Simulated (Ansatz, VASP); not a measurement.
# NaH12ClO6: VASP beside Ansatz

```
O H Na Cl
1.0
     6.62822    0.00000    0.00000
     0.00000    6.62822    0.00000
     0.00000    0.00000    6.62822
O H Na Cl
6 12 1 1
Direct
  0.12913 0.67035 0.66053
  0.54608 0.88098 0.91346
  0.35046 0.71626 0.26449
  0.75080 0.53898 0.13686
  0.79441 0.21556 0.37066
  0.32934 0.32509 0.67532
  0.10103 0.75897 0.77771
  0.21239 0.74757 0.56599
  0.49127 0.00613 0.85942
  0.69085 0.91051 0.93574
  0.21677 0.75663 0.21086
  0.44029 0.77712 0.16088
  0.83663 0.66330 0.12215
  0.69595 0.51925 0.00193
  0.83167 0.32215 0.27211
  0.83643 0.09098 0.30112
  0.25480 0.45653 0.69578
  0.22051 0.22579 0.67775
  0.50426 0.42021 0.38821
  0.99182 0.91687 0.05455
```

Alike in both runs: functional PBEsol; k mesh 1 × 1 × 1; occupations fermi-dirac, width 0.05 eV; no spin polarisation.

Ansatz relaxed the structure, and its values are those at the end. VASP's run is a single point on that final structure, the one shown.

```csv
,VASP,Ansatz
version,VASP 6.6.1,Ansatz 0.2.0
potentials or method,"VASP PAW PBE potentials, release 64 (O, H, Na_pv, Cl), cutoff 520 eV","scalar-relativistic, plane waves, PAW"
valence electrons in the cell,62,64
```

|  | VASP | Ansatz | Ansatz less VASP |
| --- | --- | --- | --- |
| rms of the force components (eV/Å) | 0.055 | 0.073 | +0.0187 |

VASP's potentials were made for PBE, not for PBEsol. VASP's potentials hold 62 valence electrons a cell and Ansatz's 64, so a difference there can come from the potentials and not from the codes.
